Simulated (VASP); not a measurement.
A run of VASP 6.6.1 is set up as follows.

File INCAR:

```
SYSTEM = Na2S
ALGO = Normal
EDIFF = 1E-6
ENCUT = 500
GGA = PS
GGA_COMPAT = .FALSE.
ISIF = 2
ISMEAR = 0
IVDW = 12
LASPH = .TRUE.
LCHARG = .TRUE.
LELF = .TRUE.
LREAL = .FALSE.
LVHAR = .TRUE.
LWAVE = .FALSE.
NBANDS = 17
NELM = 120
PREC = Accurate
SIGMA = 0.05
```

The input KPOINTS:

```
k-points
0
G
  6 6 6
  0 0 0
```

Contents of POSCAR:

```
Na2S
1.0
    0.0000000000      3.1901104860      3.1901104860
    3.1901104860      0.0000000000      3.1901104860
    3.1901104860      3.1901104860      0.0000000000
Na S
2 1
Direct
    0.2500000000      0.2500000000      0.2500000000
    0.7500000000      0.7500000000      0.7500000000
    0.0000000000      0.0000000000      0.0000000000
```

Potentials or basis: VASP PAW PBE potentials, release 64 (Na_pv, S).

The run is started by

```sh
$ cat potpaw_PBE.64/Na_pv/POTCAR potpaw_PBE.64/S/POTCAR > POTCAR
$ mpirun -np 1 vasp_std > vasp.out
```

Problem. What does it give for the pressure?

Solution. 0.1 GPa.

Problem. Estimate the band gap on the k mesh.

Solution. 2.61 eV.

Caveat: the PAW data sets were made with another functional, which shifts forces and pressure a little. A hybrid or GW would open this gap; PBEsol tends to underestimate it.
